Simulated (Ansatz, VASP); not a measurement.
# Two plane-wave programs on Sc

```
Sc
1.0
     3.30900    0.00000    0.00000
    -1.65450    2.86568    0.00000
     0.00000    0.00000    5.27330
Sc
2
Direct
  0.66919 0.32393 0.74631
  0.33512 0.66578 0.24690
```

Change from the starting cell: atoms moved at random, drawn with an rms of 0.05 Å.

Alike in both runs: task single point; functional PBE; k mesh 9 × 9 × 5; occupations fermi-dirac, width 0.05 eV; no spin polarisation.

|  | VASP | Ansatz |
| --- | --- | --- |
| version | VASP 6.6.1 | Ansatz 0.2.0 |
| potentials or method | VASP PAW PBE potentials, release 64 (Sc_sv) | Ansatz PAW soft_1 |
| plane-wave cutoff (eV) | 520 | 420 |
| valence electrons in the cell | 22 | 22 |

|  | VASP | Ansatz | Ansatz less VASP |
| --- | --- | --- | --- |
| gap on the k mesh at the Fermi level (eV) | none | none | - |
| pressure (GPa) | -0.6 | -0.7 | -0.04 |
| traceless stress, the component that is largest in VASP (GPa) | -1.00 | -1.01 | -0.002 |
| rms of the force components (eV/Å) | 0.022 | 0.022 | 0.0000 |

Atom by atom the forces differ by 0.000 eV/Å (rms over components). A gap of «none» marks a metal or a gap that the smearing closes. With one functional, cell and mesh, what is left measures potentials, basis and numerics.
